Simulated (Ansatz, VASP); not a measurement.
**BN in VASP and in Ansatz**

INCAR

```
  PREC = Accurate
  ENCUT = 520
  EDIFF = 1E-6
  ISMEAR = 0
  SIGMA = 0.05
  LREAL = False
  LASPH = True
  NELM = 100
  ALGO = Normal
  ISIF = 2
  LWAVE = False
  LCHARG = False
  GGA = PS
  NBANDS = 16
```

Contents of KPOINTS:

```
Automatic mesh
0
Gamma
  12 12 4
```

The input POSCAR:

```
BN
1.0
    2.4800878758      0.0000000000      0.0000000000
   -1.2400439379      2.1478191041      0.0000000000
    0.0000000000      0.0000000000      6.4812136459
B N
2 2
Direct
    0.3333333333      0.6666666667      0.2500000000
    0.6666666667      0.3333333333      0.7500000000
    0.3333333333      0.6666666667      0.7500000000
    0.6666666667      0.3333333333      0.2500000000
```

Input for Ansatz:

```yaml
crystal:
  lattice:
    - [2.4800878758, 0.0, 0.0]
    - [-1.2400439379, 2.1478191041, 0.0]
    - [0.0, 0.0, 6.4812136459]
  atoms:
    - { symbol: B, position: [0.3333333333, 0.6666666667, 0.25] }
    - { symbol: B, position: [0.6666666667, 0.3333333333, 0.75] }
    - { symbol: "N", position: [0.3333333333, 0.6666666667, 0.75] }
    - { symbol: "N", position: [0.6666666667, 0.3333333333, 0.25] }
basis:
  ecutwfc: 520.0
kpoints:
  mp_grid: { grid: [12, 12, 4] }
hamiltonian:
  xc: pbesol
  pseudopotentials: { kind: paw, azcp: { folder: soft_1 } }
scf:
  occupations: { method: gaussian, width: 0.05 }
output:
  forces: true
  stress: true
  eigenvalues: true
```

Alike in both runs: task single point; functional PBEsol; k mesh 12 × 12 × 4; occupations gaussian, width 0.05 eV; no spin polarisation.

|  | VASP | Ansatz |
| --- | --- | --- |
| version | VASP 6.6.1 | Ansatz 0.2.0 |
| potentials or method | VASP PAW PBE potentials, release 64 (B, N), cutoff 520 eV | scalar-relativistic, plane waves, PAW |
| valence electrons in the cell | 16 | 16 |

Ansatz gave:

| Item | Value |
| --- | --- |
| gap on the k mesh at the Fermi level (eV) | 4.17 |
| least direct gap on the mesh (eV) | 4.59 |
| pressure (GPa) | 8.0 |
| traceless stress, the component that is largest in VASP (GPa) | -6.31 |

Problem. Estimate VASP's values.

Solution. gap on the k mesh at the Fermi level (eV): 4.16; least direct gap on the mesh (eV): 4.58; pressure (GPa): 8.5; traceless stress, the component that is largest in VASP (GPa): -6.97.

VASP's potentials were made for PBE, not for PBEsol, and Ansatz warns of the same on its side. The functional is the same, so the differences come from potentials, cutoffs and numerics.
